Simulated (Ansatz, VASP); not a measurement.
InSb: VASP beside Ansatz

```
CELL_PARAMETERS angstrom
5.35700 0.00000 0.00000
0.00000 5.71200 0.00000
0.00000 0.00000 3.09363
ATOMIC_POSITIONS crystal
In 0.00000 0.00000 0.16814
In 0.50000 0.50000 0.83186
Sb 0.50000 0.00000 0.70818
Sb 0.00000 0.50000 0.29182
```

Change from the starting cell: z stretched by +1 %, ions relaxed.

Alike in both runs: functional PBE; k mesh 9 × 8 × 15; occupations fermi-dirac, width 0.05 eV; no spin polarisation.

Ansatz relaxed the structure, and its values are those at the end. VASP's run is a single point on that final structure, the one shown.

|  | VASP | Ansatz |
| --- | --- | --- |
| version | VASP 6.6.1 | Ansatz 0.2.0 |
| potentials or method | VASP PAW PBE potentials, release 64 (In_d, Sb) | plane-wave PAW, scalar-relativistic |
| plane-wave cutoff (eV) | 520 | 420 |
| valence electrons in the cell | 36 | 56 |

Ansatz gave:

| Quantity | Value |
| --- | --- |
| pressure (GPa) | 12.5 |
| rms of the force components (eV/Å) | 0.007 |

Question: Which values does VASP return?

Answer: Pressure (GPa): 12.5; rms of the force components (eV/Å): 0.006.

The functional is the same, so the differences come from potentials, cutoffs and numerics. VASP's potentials hold 36 valence electrons a cell and Ansatz's 56, so a difference there can come from the potentials and not from the codes. Ansatz's warnings: stress scf threshold loose.

Spin-orbit coupling is off throughout.
